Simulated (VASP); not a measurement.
Rh:

```
CELL_PARAMETERS angstrom
2.78454 0.00000 0.00000
-1.39227 2.41148 0.00000
0.00000 0.00000 4.51534
ATOMIC_POSITIONS crystal
Rh 0.33333 0.66667 0.25000
Rh 0.66667 0.33333 0.75000
```

Base run:

| Item | Value |
| --- | --- |
| Program | VASP 6.6.1 |
| Functional | r2SCAN |
| Potentials or basis | VASP PAW PBE potentials, release 64 (Rh_pv) |
| Cutoff | 520 eV |
| k mesh | 11 × 11 × 6 |
| Occupations | fermi-dirac, width 0.05 eV |
| Spin | no spin polarisation |

Its results: band gap on the k mesh zero (band 15 reaches 10.63 eV, above the bottom of band 16 at 8.57 eV); pressure -20.2 GPa.

Q: The run is repeated on the same cell with these changes: functional from r2SCAN to PBEsol; further incar settings from ALGO = Normal; EDIFF = 1e-06; NBANDS = 22 to ALGO = Fast; EDIFF = 1e-07; NBANDS = 22. What comes out?

A: Band gap on the k mesh zero (band 15 reaches 10.65 eV, above the bottom of band 16 at 8.63 eV); pressure -24.5 GPa.

Caveats: the PAW data sets were made with another functional, which shifts forces and pressure a little.
